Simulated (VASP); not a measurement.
TePb, 2 atoms in the cell. The structure is cubic, space group Fm-3m (No. 225). Conventional cell: a = 6.352 Å, b = 6.352 Å, c = 6.352 Å, α = 90.00°, β = 90.00°, γ = 90.00°. Within 4.2 Å of Te (site symmetry m-3m) lie 6 Pb at 3.18 Å. Pb (site symmetry m-3m) has 6 Te at 3.18 Å within 4.2 Å. 

| Property | Result |
| --- | --- |
| Program | VASP 6.6.1 |
| Task | single point |
| Functional | PBE |
| Potentials or basis | VASP PAW PBE potentials, release 64 (Te, Pb_d) |
| Cutoff | 520 eV |
| k mesh | 5 × 5 × 5 |
| Occupations | gaussian, width 0.01 eV |
| Spin | no spin polarisation |
| Dipole correction | no |
| Further INCAR settings | ALGO = Normal; EDIFF = 1e-07; NBANDS = 17 |

Potentials or basis: VASP PAW PBE potentials, release 64 (Te, Pb_d).

The run is started by

```bash
$ cat potpaw_PBE.64/Te/POTCAR potpaw_PBE.64/Pb_d/POTCAR > POTCAR
$ mpirun -np 1 vasp_std > vasp.out
```

Hardware: 1 thread of AMD EPYC 7R13 Processor (Zen 3), on a shared host.

How long does it take, and how much memory?

Run time: 18 s on 1 thread of AMD EPYC 7R13 Processor (Zen 3), on a shared host, peak memory 0.17 GiB. Counts: scf iterations 15, k points 10.
